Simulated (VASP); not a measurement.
The system is Ti.

```
Ti
1.0
     1.64709   -2.33657    0.00000
     1.64709    2.33657    0.00000
     0.00000    0.00000    4.59253
Ti
2
Direct
  0.25000 0.75000 0.28016
  0.75000 0.25000 0.71984
```

* Program: VASP 6.6.1
* Task: relaxation of cell and atoms
* Functional: PBE
* Potentials or basis: VASP PAW PBE potentials, release 64 (Ti_sv)
* Cutoff: 600 eV
* k mesh: 6 × 6 × 4
* Occupations: gaussian, width 0.1 eV
* Spin: no spin polarisation

At the start: pressure -0.5 GPa; volume 17.67 Å³/atom.

How do energy, volume and symmetry change on relaxing?

Over 24 steps the energy falls by 113.3 meV/atom and the volume is 17.39 Å³/atom (-1.6 %); space group Fm-3m (No. 225, to 0.05 Å).

The path:
```tsv
step	energy change (eV)	largest force (eV/Å)	pressure (GPa)	volume (Å³)
1	0.0000	0.6192	-0.49	35.35
2	-0.0574	0.3248	-0.48	35.06
3	-0.0855	0.0429	0.05	34.64
4	-0.0856	0.0300	0.08	34.60
5	-0.0857	0.0215	0.11	34.58
6	-0.0902	0.0015	-0.03	34.63
7	-0.1053	0.0769	-0.47	34.77
8	-0.1572	0.1626	-0.52	34.89
9	-0.1720	0.0673	0.40	34.55
10	-0.1791	0.0037	0.02	34.70
11	-0.1813	0.0089	-0.07	34.74
12	-0.1840	0.0271	-0.34	34.83
13	-0.1864	0.0215	-0.23	34.79
14	-0.1936	0.0172	0.16	34.67
15	-0.2066	0.0132	0.90	34.43
16	-0.2115	0.0545	2.69	33.91
17	-0.2139	0.0271	2.09	34.09
18	-0.2189	0.0370	1.29	34.35
19	-0.2214	0.0438	0.29	34.68
20	-0.2216	0.0452	0.13	34.75
21	-0.2227	0.0362	0.07	34.75
22	-0.2253	0.0135	-0.02	34.77
23	-0.2262	0.0287	-0.13	34.79
24	-0.2265	0.0124	-0.10	34.79
```

Final structure:
```cif
data_structure
_symmetry_space_group_name_H-M 'P 1'
_symmetry_Int_Tables_number 1
_cell_length_a 2.9146
_cell_length_b 2.9146
_cell_length_c 4.0953
_cell_angle_alpha 90.000
_cell_angle_beta 90.000
_cell_angle_gamma 90.692
_cell_volume 34.79
loop_
_atom_site_label
_atom_site_type_symbol
_atom_site_fract_x
_atom_site_fract_y
_atom_site_fract_z
_atom_site_occupancy
Ti1 Ti 0.25000 0.75000 0.24960 1
Ti2 Ti 0.75000 0.25000 0.75040 1
```

Caveat: the k points lie up to 0.38 Å⁻¹ apart in the final cell.
